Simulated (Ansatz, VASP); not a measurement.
# CsMg2Br2: VASP beside Ansatz

```
Cs Mg Br
1.0
     6.85837    0.00000    0.00000
    -3.42919    5.93953    0.00000
     0.00000    0.00000    5.41309
Cs Mg Br
1 2 2
Direct
  0.00000 0.00000 0.50000
  0.33333 0.66667 0.50000
  0.66667 0.33333 0.50000
  0.33333 0.66667 0.00000
  0.66667 0.33333 0.00000
```

Alike in both runs: functional PBE; k mesh 3 × 3 × 4; occupations gaussian, width 0.1 eV; no spin polarisation.

Ansatz relaxed the structure, and its values are those at the end. VASP's run is a single point on that final structure, the one shown.

|  | VASP | Ansatz |
| --- | --- | --- |
| version | VASP 6.6.1 | Ansatz 0.2.0 |
| potentials or method | VASP PAW PBE potentials, release 64 (Cs_sv, Mg, Br), cutoff 520 eV | scalar-relativistic, plane waves, PAW |
| valence electrons in the cell | 27 | 43 |

Ansatz gave:

```
gap on the k mesh at the Fermi level (eV) : none
pressure (GPa)                            : 0.1
```

**Question.** What did VASP give for the same quantities?

**Answer.** gap on the k mesh at the Fermi level (eV): none; pressure (GPa): 0.0.

A gap of «none» marks a metal or a gap that the smearing closes. VASP's potentials hold 27 valence electrons a cell and Ansatz's 43, so a difference there can come from the potentials and not from the codes.

Neither program's run includes spin-orbit coupling.
